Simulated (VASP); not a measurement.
Write the native input for VASP 6.6.1 that does the following.

```
Task                   : single point
Functional             : PBE
Potentials or basis    : VASP PAW PBE potentials, release 64 (Pb_d, O)
Cutoff                 : 520 eV
k mesh                 : 8 × 8 × 5
Occupations            : fermi-dirac, width 0.02 eV
Spin                   : no spin polarisation
Dipole correction      : no
Further INCAR settings : ALGO = Normal; EDIFF = 1e-07; NBANDS = 20
```

The structure of PbO2 lies in POSCAR:

```
PbO2
1.0
    3.3123931221      0.0000000000      0.0000000000
   -1.6561965611      2.8686165911      0.0000000000
    0.0000000000      0.0000000000      3.4254539812
Pb O
1 2
Direct
    0.0000000000      0.0000000000      0.0000000000
    0.3333333333      0.6666666667      0.2898195966
    0.6666666667      0.3333333333      0.7101804034
```

One way to write it, as run:

INCAR

```
SYSTEM = PbO2
PREC = Accurate ; ENCUT = 520
EDIFF = 1E-7 ; ISMEAR = -1
SIGMA = 0.02 ; LREAL = .False.
LASPH = .True. ; NELM = 100
ALGO = Normal ; ISIF = 2
LWAVE = .False. ; LCHARG = .True.
GGA = PE ; LELF = .True.
LVHAR = .True. ; NBANDS = 20
```

KPOINTS

```
regular mesh
0
Gamma
  8 8 5
  0 0 0
```

Potentials or basis: VASP PAW PBE potentials, release 64 (Pb_d, O).

Run with:

```sh
$ cat potpaw_PBE.64/Pb_d/POTCAR potpaw_PBE.64/O/POTCAR > POTCAR
$ mpirun -np 1 vasp_std > vasp.out
```

It gave:

The pressure is 40.5 GPa, the largest force is 0.046 eV/Å and the band gap on the k mesh is zero (bands 13 and 14 overlap by 0.29 eV).

Caveat: the k points lie up to 0.37 Å⁻¹ apart; semilocal functionals underestimate gaps, so a narrow gap can read as zero; spin-orbit coupling is left out, which moves the levels of the heavy elements.

Run time: 44 s on 1 thread of Intel Xeon 8259CL (shared host), peak memory 0.17 GiB.
